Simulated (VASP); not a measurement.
# Ti (I4/mmm) in VASP: a series of runs

The runs below take Ti through electric field gradients, with LDA.

Program: VASP 6.6.1. These are calculated values, not measurements. Logs are shortened: lines on timing, memory, paths and dates and some standing lists are left out, and cuts for length are marked.

## Step 1: The cell of the first run

Symmetry: I4/mmm, No. 139, tetragonal system. Conventional cell: a = 2.871 Å, b = 2.871 Å, c = 3.938 Å, α = 90.00°, β = 90.00°, γ = 90.00°. Within 3.7 Å of Ti (site symmetry 4/mmm) lie 12 Ti at 2.83 to 2.87 Å.

## Step 2: Electric field gradients, LDA (zz strain of -3 %)

The input, INCAR:

```
ALGO = Normal
EDIFF = 1E-8
ENCUT = 400
GGA_COMPAT = False
ISIF = 2
ISMEAR = -1
LASPH = True
LCHARG = False
LEFG = True
LREAL = False
LWAVE = False
NBANDS = 12
NELM = 120
PREC = Accurate
SIGMA = 0.05
```

The input, KPOINTS:

```
k-points
0
Gamma
  15 15 15
```

The input, POSCAR:

```
Ti
1.0
    0.0000000000      2.0300000000      1.9691000000
    2.0300000000      0.0000000000      1.9691000000
    2.0300000000      2.0300000000      0.0000000000
Ti
1
Direct
    0.0000000000      0.0000000000      0.0000000000
```

Potentials or basis: VASP PAW LDA potentials, release 64 (Ti_sv).

Command:

```console
$ cat potpaw_LDA.64/Ti_sv/POTCAR > POTCAR
$ mpirun -np 1 vasp_std > vasp.out
```

OUTCAR:

```text
EDIFF = 1E-8
   ENCUT = 400
   ISIF = 2
   ISMEAR = -1
   LASPH = True
   LREAL = False
   NELM = 120
   PREC = Accurate

 ion  position               nearest neighbor table
   1  0.000  0.000  0.000-

  LATTYP: Found a body centered tetragonal cell.
 ALAT       =     2.8708535316
 C/A-ratio  =     1.3717871555

  Lattice vectors:

 A1 = (   0.0000000000,  -2.0300000000,  -1.9691000000)
 A2 = (   0.0000000000,   2.0300000000,  -1.9691000000)
 A3 = (   2.0300000000,   0.0000000000,   1.9691000000)

Analysis of symmetry for initial positions (statically):
=====================================================================
 Subroutine PRICEL returns:
 Original cell was already a primitive cell.

 Routine SETGRP: Setting up the symmetry group for a
 body centered tetragonal supercell.

 Subroutine GETGRP returns: Found 16 space group operations
 (whereof 16 operations were pure point group operations)
 out of a pool of 16 trial point group operations.

The static configuration has the point symmetry D_4h.

Analysis of symmetry for dynamics (positions and initial velocities):
=====================================================================
 Subroutine PRICEL returns:
 Original cell was already a primitive cell.

 Routine SETGRP: Setting up the symmetry group for a
 body centered tetragonal supercell.

 Subroutine GETGRP returns: Found 16 space group operations
 (whereof 16 operations were pure point group operations)
 out of a pool of 16 trial point group operations.

The dynamic configuration has the point symmetry D_4h.

 Subroutine INISYM returns: Found 16 space group operations
 (whereof 16 operations are pure point group operations),
 and found     1 'primitive' translations

----------------------------------------------------------------------------------------

                                     Primitive cell

  volume of cell :      16.2289

  direct lattice vectors                    reciprocal lattice vectors
     0.000000000  2.030000000  1.969100000    -0.246305419  0.246305419  0.253923112
     2.030000000  0.000000000  1.969100000     0.246305419 -0.246305419  0.253923112
     2.030000000  2.030000000  0.000000000     0.246305419  0.246305419 -0.253923112

  length of vectors
     2.828118599  2.828118599  2.870853532     0.431056453  0.431056453  0.431056453

  position of ions in fractional coordinates (direct lattice)
     0.000000000  0.000000000  0.000000000

  ion indices of the primitive-cell ions
   primitive index   ion index
                 1           1

----------------------------------------------------------------------------------------

 KPOINTS: k-points

Automatic generation of k-mesh.
 Grid dimensions read from file:
 generate k-points for:   15   15   15

 Generating k-lattice:

  Cartesian coordinates                     Fractional coordinates (reciprocal lattice)
    -0.016420361  0.016420361  0.016928207     0.066666667 -0.000000000  0.000000000
     0.016420361 -0.016420361  0.016928207    -0.000000000  0.066666667  0.000000000
     0.016420361  0.016420361 -0.016928207     0.000000000  0.000000000  0.066666667

  Length of vectors
     0.028737097  0.028737097  0.028737097

  Shift w.r.t. Gamma in fractional coordinates (k-lattice)
     0.000000000  0.000000000  0.000000000

 Subroutine IBZKPT returns following result:
 ===========================================

 Found    288 irreducible k-points:

 Following reciprocal coordinates:
            Coordinates               Weight
  0.000000  0.000000  0.000000      1.000000
  0.066667  0.000000  0.000000      8.000000
  0.133333  0.000000  0.000000      8.000000
  0.200000 -0.000000  0.000000      8.000000
  0.266667  0.000000  0.000000      8.000000
  0.333333 -0.000000  0.000000      8.000000
[... 16 lines left out ...]
  0.133333  0.133333  0.000000      2.000000
  0.200000  0.133333  0.000000      8.000000
 [... further k-points ...]
   k-points           NKPTS =    288   k-points in BZ     NKDIM =    288   number of bands    NBANDS=     12
   number of dos      NEDOS =    301   number of ions     NIONS =      1
   total plane-waves  NPLWV =   6480
   dimension x,y,z NGX =    18 NGY =   18 NGZ =   20
   dimension x,y,z NGXF=    36 NGYF=   36 NGZF=   40
   ions per type =               1
   NGX,Y,Z   is equivalent  to a cutoff of  10.58, 10.58, 11.58 a.u.
   NGXF,Y,Z  is equivalent  to a cutoff of  21.16, 21.16, 23.16 a.u.
 SYSTEM =  unknown system
   PREC   = accura    normal or accurate (medium, high low for compatibility)
   ISTART =      0    job   : 0-new  1-cont  2-samecut
   ICHARG =      2    charge: 1-file 2-atom 10-const
   ISPIN  =      1    spin polarized calculation?
   LNONCOLLINEAR =      F non collinear calculations
   LSORBIT =      F    spin-orbit coupling
   LASPH  =      T    aspherical Exc in radial PAW
   ENCUT  =  400.0 eV  29.40 Ry    5.42 a.u.   4.61  4.61  4.68*2*pi/ulx,y,z
   NELM   =    120;   NELMIN=  2; NELMDL= -5     # of ELM steps
   EDIFF  = 0.1E-07   stopping-criterion for ELM
   LREAL  =      F    real-space projection
   EDIFFG = 0.1E-06   stopping-criterion for IOM
   NSW    =      0    number of steps for IOM
   IBRION =     -1    ionic relax: 0-MD 1-quasi-New 2-CG
   NFREE  =      0    steps in history (QN), initial steepest desc. (CG)
   ISIF   =      2    stress and relaxation
   ISYM   =      2    0-nonsym 1-usesym 2-fastsym
   POTIM  = 0.5000    time-step for ionic-motion
   TEBEG  =    0.0;   TEEND  =   0.0 temperature during run
   PSTRESS=    0.0 pullay stress
   NELECT =      12.0000    total number of electrons
   NUPDOWN=      -1.0000    fix difference up-down
   EMIN   =  10.00;   EMAX   =-10.00  energy-range for DOS
   EFERMI =   0.00;   METHOD = LEGACY
   ISMEAR =    -1;   SIGMA  =   0.05  broadening in eV -4-tet -1-fermi 0-gaus
   EFERMI_NEDOS =   21; number of points for ismear=-14 and -15
   IALGO  =     38    algorithm
   IMIX   =      4    mixing-type and parameters
     AMIX     =   0.40;   BMIX     =  1.00
     AMIX_MAG =   1.60;   BMIX_MAG =  1.00
  volume/ion in A,a.u.               =      16.23       109.52
  Fermi-wavevector in a.u.,A,eV,Ry     =   1.480376  2.797505 29.817336  2.191512
  Thomas-Fermi vector in A             =   2.594418
   LORBIT       =      0    0 simple, 1 ext, 2 COOP (PROOUT), +10 PAW based schemes
   GGA     = CA    functional components
   LHFCALC =     F    Hartree Fock is set to
   AEXX    =    0.0000 exact exchange contribution
   IVDW    =     0    specifies the selected vdW correction
   LEPSILON=     F    determine dielectric tensor
   LRPA    =     F    only Hartree local field effects (RPA)
 non-spin polarized calculation
  energy-cutoff  :      400.00
  volume of cell :       16.23
 maximum number of plane-waves:       306
   NGX =  9   NGY =  9   NGZ =  9

 number of electron      12.0000001 magnetization

 Free energy of the ion-electron system (eV)
  ---------------------------------------------------
  ext. energy  EPLUGINS =         0.00000000
  ---------------------------------------------------
  free energy    TOTEN  =        -8.49636860 eV

  energy without entropy =       -8.48189002  energy(sigma->0) =       -8.48912931

 E-fermi :   8.7301     XC(G=0): -12.1137

 val. band max:        8.7262337120   @ k =  -0.2667   0.3333   0.2000
 cond. band min:       8.7330684077   @ k =  -0.4667   0.0667   0.1333
 fundamental gap:      0.0068346958
 Fermi energy:         8.7301097714

 k-point     1 :       0.0000    0.0000    0.0000
  band No.  band energies     occupation
      1     -47.1785      2.00000
      2     -23.3280      2.00000
      3     -23.3280      2.00000
      4     -23.3196      2.00000
      5       2.5907      2.00000
      6       9.5304      0.00000
      7       9.5304      0.00000
      8       9.7829      0.00000
      9      11.2190      0.00000
     10      11.5179      0.00000
     11      24.4632      0.00000
     12      28.9158      0.00000

 k-point     2 :       0.0667    0.0000    0.0000
  band No.  band energies     occupation
      1     -47.1714      2.00000
      2     -23.3642      2.00000
      3     -23.3335      2.00000
      4     -23.3262      2.00000
      5       2.7436      2.00000
      6       9.4744      0.00000
      7       9.5866      0.00000
      8       9.7997      0.00000
      9      11.1871      0.00000
     10      11.4752      0.00000
     11      24.6081      0.00000
     12      28.0181      0.00000
[... 316 lines left out ...]
 k-point    24 :       0.2000    0.1333    0.0000
  band No.  band energies     occupation
      1     -47.1160      2.00000
      2     -23.5731      2.00000
      3     -23.4108      2.00000
      4     -23.3981      2.00000
      5       3.9189      2.00000
      6       8.8363      0.21346
      7      10.0711      0.00000
      8      10.0739      0.00000
      9      10.7886      0.00000
     10      11.5393      0.00000
     11      25.1087      0.00000
     12      25.8489      0.00000

 [... further k-points ...]

------------------------ aborting loop because EDIFF is reached ----------------------------------------

  FORCE on cell =-STRESS in cart. coord.  units (eV):
  Direction    XX          YY          ZZ          XY          YZ          ZX
  --------------------------------------------------------------------------------------
  -------------------------------------------------------------------------------------
  Total       -0.2834182     -0.2834182     -0.1572722      0.0000000      0.0000000      0.0000000
  in kB      -27.9800529    -27.9800529    -15.5264731      0.0000000      0.0000000      0.0000000
  external PRESSURE =     -23.8288596 kB  Pullay stress =       0.0000000 kB

 VOLUME and BASIS-vectors are now :
 -----------------------------------------------------------------------------
  energy-cutoff  :      400.00
  volume of cell :       16.23
      direct lattice vectors                 reciprocal lattice vectors
     0.000000000  2.030000000  1.969100000    -0.246305419  0.246305419  0.253923112
     2.030000000  0.000000000  1.969100000     0.246305419 -0.246305419  0.253923112
     2.030000000  2.030000000  0.000000000     0.246305419  0.246305419 -0.253923112

 POSITION                                       TOTAL-FORCE (eV/Angst)
 -----------------------------------------------------------------------------------
      0.00000      0.00000      0.00000         0.000000      0.000000      0.000000
 -----------------------------------------------------------------------------------
    total drift:                                0.000000      0.000000      0.000000

  FREE ENERGIE OF THE ION-ELECTRON SYSTEM (eV)
  ---------------------------------------------------
  free  energy   TOTEN  =        -8.4963685973 eV

  energy  without entropy=       -8.4818900159  energy(sigma->0) =       -8.48912931

 Electric field gradients (V/A^2)
---------------------------------------------------------------------
 ion       V_xx      V_yy      V_zz      V_xy      V_xz      V_yz
---------------------------------------------------------------------
   1      -0.824    -0.824     1.647    -0.002     0.002     0.002
---------------------------------------------------------------------

 Electric field gradients after diagonalization (V/A^2)
 (convention: |V_zz| > |V_xx| > |V_yy|)
----------------------------------------------------------------------
 ion       V_xx      V_yy      V_zz     asymmetry (V_yy - V_xx)/ V_zz
----------------------------------------------------------------------
   1      -0.825    -0.822     1.647       0.002
----------------------------------------------------------------------

           NMR quadrupolar parameters

 Cq : quadrupolar parameter    Cq=e*Q*V_zz/h
 eta: asymmetry parameters     (V_yy - V_xx)/ V_zz
 Q  : nuclear electric quadrupole moment in mb (millibarn)
----------------------------------------------------------------------
 ion       Cq(MHz)       eta       Q (mb)
----------------------------------------------------------------------
   1       0.004       0.002       1.000
----------------------------------------------------------------------
```

Run time: 50 s. Hardware: 1 thread of Intel Xeon Platinum 8259CL at 2.50GHz (Skylake/Cascade Lake), shared host; peak memory 0.14 GiB.

What came out:

```
Free energy                             : -8.4964 eV
Pressure                                : -2.4 GPa
Band gap on the k mesh                  : zero (bands 6 and 7 overlap by 1.23 eV)
Largest electric field gradient by atom : Ti +1.6 V/Å²
```

Levels at points of the mesh, in eV from the Fermi level:
| k point | band 4 | band 5 | band 6 | band 7 | band 8 | band 9 |
| --- | --- | --- | --- | --- | --- | --- |
| (0.00, 0.00, 0.00) | -32.05 | -6.14 | 0.80 | 0.80 | 1.05 | 2.49 |

Electric field gradients, principal values (V/Å²):
| atom | least | middle | greatest (by size) |
| --- | --- | --- | --- |
| 1 Ti | -0.822 | -0.825 | 1.647 |

Caveat: the cell differs from its parent crystal (zz strain of -3 %); without QUAD_EFG the Cq values of the log hold for a quadrupole moment of 1 mb, not for the nuclei.

## Step 3: Electric field gradients, LDA (zz strain of -3 %)

The input, INCAR:

```
SYSTEM = Ti
ALGO = Normal
EDIFF = 1E-8
ENCUT = 400
GGA = CA
GGA_COMPAT = .FALSE.
ISIF = 2
ISMEAR = -1
LASPH = .TRUE.
LCHARG = .FALSE.
LEFG = .TRUE.
LREAL = .FALSE.
LWAVE = .FALSE.
NBANDS = 12
NELM = 120
PREC = Accurate
SIGMA = 0.05
```

The input, KPOINTS:

```
k-points
0
G
  15 15 15
  0 0 0
```

POSCAR is that of step 2.

Potentials or basis: VASP PAW LDA potentials, release 64 (Ti_sv).

Command:

```console
$ cat potpaw_LDA.64/Ti_sv/POTCAR > POTCAR
$ mpirun -np 1 vasp_std > vasp.out
```

OUTCAR:

```text
SYSTEM = Ti
   EDIFF = 1E-8
   ENCUT = 400
   GGA = CA
   ISIF = 2
   ISMEAR = -1
   LASPH = .TRUE.
   LREAL = .FALSE.
   NELM = 120
   PREC = Accurate

 ion  position               nearest neighbor table
   1  0.000  0.000  0.000-

  LATTYP: Found a body centered tetragonal cell.
 ALAT       =     2.8708535316
 C/A-ratio  =     1.3717871555

  Lattice vectors:

 A1 = (   0.0000000000,  -2.0300000000,  -1.9691000000)
 A2 = (   0.0000000000,   2.0300000000,  -1.9691000000)
 A3 = (   2.0300000000,   0.0000000000,   1.9691000000)
[... 564 lines left out ...]
    total drift:                                0.000000      0.000000      0.000000

  FREE ENERGIE OF THE ION-ELECTRON SYSTEM (eV)
  ---------------------------------------------------
  free  energy   TOTEN  =        -8.4963685973 eV

  energy  without entropy=       -8.4818900159  energy(sigma->0) =       -8.48912931

 Electric field gradients (V/A^2)
---------------------------------------------------------------------
 ion       V_xx      V_yy      V_zz      V_xy      V_xz      V_yz
---------------------------------------------------------------------
   1      -0.824    -0.824     1.647    -0.002     0.002     0.002
---------------------------------------------------------------------

 Electric field gradients after diagonalization (V/A^2)
 (convention: |V_zz| > |V_xx| > |V_yy|)
----------------------------------------------------------------------
 ion       V_xx      V_yy      V_zz     asymmetry (V_yy - V_xx)/ V_zz
----------------------------------------------------------------------
   1      -0.825    -0.822     1.647       0.002
----------------------------------------------------------------------

           NMR quadrupolar parameters

 Cq : quadrupolar parameter    Cq=e*Q*V_zz/h
 eta: asymmetry parameters     (V_yy - V_xx)/ V_zz
 Q  : nuclear electric quadrupole moment in mb (millibarn)
----------------------------------------------------------------------
 ion       Cq(MHz)       eta       Q (mb)
----------------------------------------------------------------------
   1       0.004       0.002       1.000
----------------------------------------------------------------------
```

It took 52 s on 1 thread of Intel Xeon Platinum 8259CL at 2.50GHz (Skylake/Cascade Lake), shared host; peak memory 0.14 GiB.

What came out:

- Free energy: -8.4964 eV
- Pressure: -2.4 GPa
- Band gap on the k mesh: zero (bands 6 and 7 overlap by 1.23 eV)
- Largest electric field gradient by atom: Ti +1.6 V/Å²

Levels at points of the mesh, in eV from the Fermi level:
```
           k point  band 3  band 4  band 5  band 6  band 7  band 8  band 9  band 10
(0.00, 0.00, 0.00)  -32.06  -32.05   -6.14    0.80    0.80    1.05    2.49     2.79
```

Electric field gradients, principal values (V/Å²):
```csv
atom,least,middle,greatest (by size)
1 Ti,-0.822,-0.825,1.647
```

Caveat: the cell differs from its parent crystal (zz strain of -3 %); without QUAD_EFG the Cq values of the log hold for a quadrupole moment of 1 mb, not for the nuclei.

(Part 1 of 2 ends here.)
